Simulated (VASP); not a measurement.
Write the native input for VASP 6.6.1 that does the following.

| Item | Value |
| --- | --- |
| Task | single point |
| Functional | PBE |
| Potentials or basis | VASP PAW PBE potentials, release 64 (Sn_d, O) |
| Cutoff | 520 eV |
| k mesh | 13 × 13 × 13 |
| Occupations | fermi-dirac, width 0.0612256 eV |
| Spin | no spin polarisation |
| Dipole correction | no |
| Further INCAR settings | ALGO = Normal; EDIFF = 1e-06; NBANDS = 20 |

The structure of SnO2 (fluorite type) lies in POSCAR:

```
SnO2
1.0
    0.0000000000      2.5189496884      2.5189496884
    2.5189496884      0.0000000000      2.5189496884
    2.5189496884      2.5189496884      0.0000000000
Sn O
1 2
Direct
    0.0000000000      0.0000000000      0.0000000000
    0.2500000000      0.2500000000      0.2500000000
    0.7500000000      0.7500000000      0.7500000000
```

The input as run:

INCAR

```
SYSTEM = SnO2
ALGO = Normal
EDIFF = 1E-6
ENCUT = 520
GGA = PE
ISIF = 2
ISMEAR = -1
LASPH = .True.
LCHARG = .False.
LREAL = .False.
LWAVE = .False.
NBANDS = 20
NELM = 100
PREC = Accurate
SIGMA = 0.06122561905347299
```

KPOINTS

```
k-points
0
Gamma
  13 13 13
  0 0 0
```

Potentials or basis: VASP PAW PBE potentials, release 64 (Sn_d, O).

Command:

```sh
$ cat potpaw_PBE.64/Sn_d/POTCAR potpaw_PBE.64/O/POTCAR > POTCAR
$ mpirun -np 1 vasp_std > vasp.out
```

It gave:

```yaml
Pressure: 14.3 GPa
Band_gap_on_the_k_mesh: 0.50 eV (least direct gap 1.89 eV)
```

Caveat: the cell stands under pressure; semilocal functionals underestimate gaps, and a narrow one can read as zero; spin-orbit coupling is left out, which moves the levels of the heavy elements; an odd mesh through Γ misses points on the zone boundary, where band edges can lie.

Wall time 30 s on 1 thread of Intel(R) Xeon(R) 6975P-C (Granite Rapids), with other jobs on the host, peak memory 0.19 GiB.
